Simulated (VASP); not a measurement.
Wanted: the native input for a VASP 6.6.1 run.

| Property | Result |
| --- | --- |
| Task | relaxation of cell and atoms |
| Functional | PBE |
| Potentials or basis | VASP PAW PBE potentials, release 64 (Si, Sb) |
| Cutoff | 500 eV |
| k mesh | 5 × 5 × 5 |
| Occupations | methfessel-paxton, width 0.0527 eV |
| Spin | no spin polarisation |
| Dipole correction | no |
| Further INCAR settings | ALGO = Normal; EDIFF = 1e-07; IBRION = 2; EDIFFG = -0.01; NSW = 60; ISIF = 3 |

The structure of SiSb lies in POSCAR:

```
SiSb
1.0
    0.0000000000      2.9891380000      2.9891380000
    2.9891380000      0.0000000000      2.9891380000
    2.9891380000      2.9891380000      0.0000000000
Si Sb
1 1
Direct
    0.0000000000      0.0000000000      0.0000000000
    0.2500000000      0.2500000000      0.2500000000
```

The input as run:

INCAR

```
PREC = Accurate
ENCUT = 500
EDIFF = 1E-7
ISMEAR = 1
SIGMA = 0.0527
LREAL = False
LASPH = True
NELM = 120
ALGO = Normal
ISIF = 3
LWAVE = False
LCHARG = False
GGA = PE
IBRION = 2
NSW = 60
EDIFFG = -0.01
GGA_COMPAT = False
NELMIN = 4
```

KPOINTS

```
Automatic mesh
0
Gamma
  5 5 5
```

Potentials or basis: VASP PAW PBE potentials, release 64 (Si, Sb).

Launch:

```console
$ cat potpaw_PBE.64/Si/POTCAR potpaw_PBE.64/Sb/POTCAR > POTCAR
$ mpirun -np 1 vasp_std > vasp.out
```

Results of the run:

```
Relaxed volume                         : 29.50 Å³/atom
Relaxed cell                           : a = 4.370 Å, b = 4.370 Å, c = 4.370 Å, α = 60.00°, β = 60.00°, γ = 60.00°
Space group after relaxing (to 0.05 Å) : F-43m (No. 216)
Energy gained by relaxing              : 36.0 meV/atom
Ionic steps                            : 3
Pressure after relaxing                : 0.0 GPa
```

Caveat: the k points lie up to 0.35 Å⁻¹ apart in the final cell.

Wall time 18 s on 1 thread of AMD EPYC 7R43 64-Core Processor (Zen 3), with other jobs on the host, peak memory 0.14 GiB.
